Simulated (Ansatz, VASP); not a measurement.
# Two plane-wave programs on K2S

```xyz
3
Lattice="0.0000 3.8146 3.8146 3.8146 0.0000 3.8146 3.8146 3.8146 0.0000" Properties=species:S:1:pos:R:3 pbc="T T T"
K     1.9073    1.9073    1.9073
K     5.7219    5.7219    5.7219
S     0.0000    0.0000    0.0000
```

Alike in both runs: task single point; functional RPBE; k mesh 6 × 6 × 6; occupations gaussian, width 0.05 eV; no spin polarisation.

|  | VASP | Ansatz |
| --- | --- | --- |
| version | VASP 6.6.1 | Ansatz 0.2.0 |
| potentials or method | VASP PAW PBE potentials, release 64 (K_sv, S), cutoff 500 eV | scalar-relativistic, plane waves, PAW |
| valence electrons in the cell | 24 | 24 |

|  | VASP | Ansatz | Ansatz less VASP |
| --- | --- | --- | --- |
| gap on the k mesh at the Fermi level (eV) | 2.40 | 2.40 | -0.001 |
| least direct gap on the mesh (eV) | 2.52 | 2.52 | +0.001 |
| pressure (GPa) | 0.0 | 0.0 | -0.01 |

VASP's potentials were made for PBE, not for RPBE.
